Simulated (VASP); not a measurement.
# ZnO (zincite) (P6_3mc) in VASP: settings compared, part 2 of 2

VASP 6.6.1. Earlier steps stand in the parts before.

### Step 3. Relaxation of cell and atoms, PBEsol

This run uses another cell than the first one, of 11.90 Å³/atom, 0.933 times its volume.

INCAR reads:

```
SYSTEM = ZnO
ALGO = Normal
EDIFF = 1E-7
EDIFFG = -0.05
ENCUT = 600
GGA = PS
IBRION = 2
ISIF = 3
ISMEAR = 0
LASPH = .True.
LCHARG = .False.
LREAL = .False.
LWAVE = .False.
NELM = 60
NSW = 80
PREC = Accurate
SIGMA = 0.01
```

KPOINTS reads:

```
k-points
0
Gamma
  6 6 4
  0 0 0
```

POSCAR reads:

```
ZnO
1.0
    3.2493080000      0.0000000000      0.0000000000
   -1.6246540000      2.8139832727      0.0000000000
    0.0000000000      0.0000000000      5.2057090000
Zn O
2 2
Direct
    0.3333330000      0.6666670000      0.5000000000
    0.6666670000      0.3333330000      0.0000000000
    0.6666670000      0.3333330000      0.3790100000
    0.3333330000      0.6666670000      0.8790100000
```

Potentials or basis: VASP PAW PBE potentials, release 64 (Zn, O).

Run with:

```
> cat potpaw_PBE.64/Zn/POTCAR potpaw_PBE.64/O/POTCAR > POTCAR
> mpirun -np 1 vasp_std > vasp.out
```

OUTCAR:

```text
SYSTEM = ZnO
   EDIFF = 1E-7
   EDIFFG = -0.05
   ENCUT = 600
   GGA = PS
   IBRION = 2
   ISIF = 3
   ISMEAR = 0
   LASPH = .True.
   LREAL = .False.
   NELM = 60
   NSW = 80
   PREC = Accurate

 ion  position               nearest neighbor table
   1  0.333  0.667  0.500-   4 1.97   3 1.98   3 1.98   3 1.98
   2  0.667  0.333  0.000-   3 1.97   4 1.98   4 1.98   4 1.98
   3  0.667  0.333  0.379-   2 1.97   1 1.98   1 1.98   1 1.98
   4  0.333  0.667  0.879-   1 1.97   2 1.98   2 1.98   2 1.98

  LATTYP: Found a hexagonal cell.
 ALAT       =     3.2493080000
 C/A-ratio  =     1.6020977390

  Lattice vectors:

 A1 = (   3.2493080000,   0.0000000000,   0.0000000000)
 A2 = (  -1.6246540000,   2.8139832727,   0.0000000000)
 A3 = (   0.0000000000,   0.0000000000,   5.2057090000)

Analysis of symmetry for initial positions (statically):
=====================================================================
 Subroutine PRICEL returns:
 Original cell was already a primitive cell.

[... 218 lines left out ...]

  energy without entropy =      -19.41296736  energy(sigma->0) =      -19.41296736

 E-fermi :   1.2147     XC(G=0): -11.2227

 val. band max:        1.1189690853   @ k =   0.0000   0.0000   0.0000
 cond. band min:       1.8054475550   @ k =   0.0000   0.0000   0.0000
 fundamental gap:      0.6864784697
 Fermi energy:         1.2146696150

 k-point     1 :       0.0000    0.0000    0.0000
  band No.  band energies     occupation
      1     -16.9853      2.00000
      2     -16.2336      2.00000
      3      -4.6547      2.00000
      4      -4.6398      2.00000
      5      -4.6398      2.00000
      6      -4.5774      2.00000
[... 514 lines left out ...]
     21       9.0116      0.00000
     22       9.0116      0.00000

------------------------ aborting loop because EDIFF is reached ----------------------------------------

  FORCE on cell =-STRESS in cart. coord.  units (eV):
  Direction    XX          YY          ZZ          XY          YZ          ZX
  --------------------------------------------------------------------------------------
  -------------------------------------------------------------------------------------
  Total        0.1166132      0.1166132      0.0361141      0.0000000      0.0000000      0.0000000
  in kB        3.9529103      3.9529103      1.2241827      0.0000000      0.0000000      0.0000000
  external PRESSURE =       3.0433344 kB  Pullay stress =       0.0000000 kB

 VOLUME and BASIS-vectors are now :
 -----------------------------------------------------------------------------
  energy-cutoff  :      600.00
  volume of cell :       47.27
      direct lattice vectors                 reciprocal lattice vectors
     3.235166011  0.000000000  0.000000000     0.309103149  0.178460786  0.000000000
    -1.617583006  2.801735951  0.000000000     0.000000000  0.356921572  0.000000000
     0.000000000  0.000000000  5.214559720     0.000000000 -0.000000000  0.191770745

 POSITION                                       TOTAL-FORCE (eV/Angst)
 -----------------------------------------------------------------------------------
     -0.00000      1.86782      2.60414        -0.000000      0.000000      0.030388
      1.61758      0.93391      5.21142         0.000000      0.000000      0.030388
      1.61758      0.93391      1.97951        -0.000000     -0.000000     -0.030388
     -0.00000      1.86782      4.58679         0.000000      0.000000     -0.030388
 -----------------------------------------------------------------------------------
    total drift:                                0.000402     -0.000232      0.000884

  FREE ENERGIE OF THE ION-ELECTRON SYSTEM (eV)
  ---------------------------------------------------
  free  energy   TOTEN  =       -19.4129673570 eV

  energy  without entropy=      -19.4129673570  energy(sigma->0) =      -19.41296736

 reached required accuracy - stopping structural energy minimisation
```

CONTCAR:

```text
ZnO
   1.00000000000000
     3.2351660111445080    0.0000000000000000    0.0000000000000000
    -1.6175830055722540    2.8017359510913682    0.0000000000000000
     0.0000000000000000    0.0000000000000000    5.2145597202108505
  Zn              O
     2     2
Direct
     0.3333330000000032    0.6666669999999968    0.4993974569313183
     0.6666669999999968    0.3333330000000032    0.9993974569313183
     0.6666669999999968    0.3333330000000032    0.3796125430686827
     0.3333330000000032    0.6666669999999968    0.8796125430686826

  0.00000000E+00  0.00000000E+00  0.00000000E+00
  0.00000000E+00  0.00000000E+00  0.00000000E+00
  0.00000000E+00  0.00000000E+00  0.00000000E+00
  0.00000000E+00  0.00000000E+00  0.00000000E+00
```

Wall time 22 s (1 thread of Intel Xeon 6975P-C (Granite Rapids), shared host); peak memory 0.19 GiB.

What came out:

```
Free energy                            : -19.4130 eV
Relaxed volume                         : 11.82 Å³/atom
Relaxed cell                           : a = 3.235 Å, b = 3.235 Å, c = 5.215 Å, α = 90.00°, β = 90.00°, γ = 120.00°
Space group after relaxing (to 0.05 Å) : P6_3mc (No. 186)
Energy gained by relaxing              : 0.4 meV/atom
Ionic steps                            : 2
Pressure after relaxing                : 0.3 GPa
Largest force after relaxing           : 0.030 eV/Å
Band gap on the k mesh                 : 0.69 eV, direct
```

Forces in eV/Å, atoms in the order of the input:
```
Zn   0.000  0.000  0.030
Zn   0.000  0.000  0.030
O    0.000  0.000 -0.030
O    0.000  0.000 -0.030
```

Step by step:
| step | energy change (eV) | largest force (eV/Å) | pressure (GPa) | volume (Å³) |
| --- | --- | --- | --- | --- |
| 1 | 0.0000 | 0.0650 | -0.65 | 47.60 |
| 2 | -0.0014 | 0.0304 | 0.30 | 47.27 |

Final structure:
```yaml
crystal:
  lattice:
    - [3.23517, 0.00000, 0.00000]
    - [-1.61758, 2.80174, 0.00000]
    - [0.00000, 0.00000, 5.21456]
  atoms:
    - { symbol: Zn, position: [0.33333, 0.66667, 0.49940] }
    - { symbol: Zn, position: [0.66667, 0.33333, 0.99940] }
    - { symbol: O, position: [0.66667, 0.33333, 0.37961] }
    - { symbol: O, position: [0.33333, 0.66667, 0.87961] }
```

Caveat: the PAW data sets were made with another functional, which shifts forces and pressure a little; the relaxation stopped at a loose force limit of 0.05 eV/Å, so its end isn't a converged minimum.

### Step 4. How close it comes

Step 2. Against the measured gap of ZnO, 3.37 eV (quoted in “Electronic structure of alkaline earth and post-transition metal oxides”, 2009, arxiv:0908.1581), the calculated 0.77 eV is off by -2.60 eV. So large a miss can be the level of theory's own, or it may mean another phase, state or a wrong row. The value is that of RPBE, without temperature or zero-point motion. Semilocal functionals fall short of measured gaps as a rule.
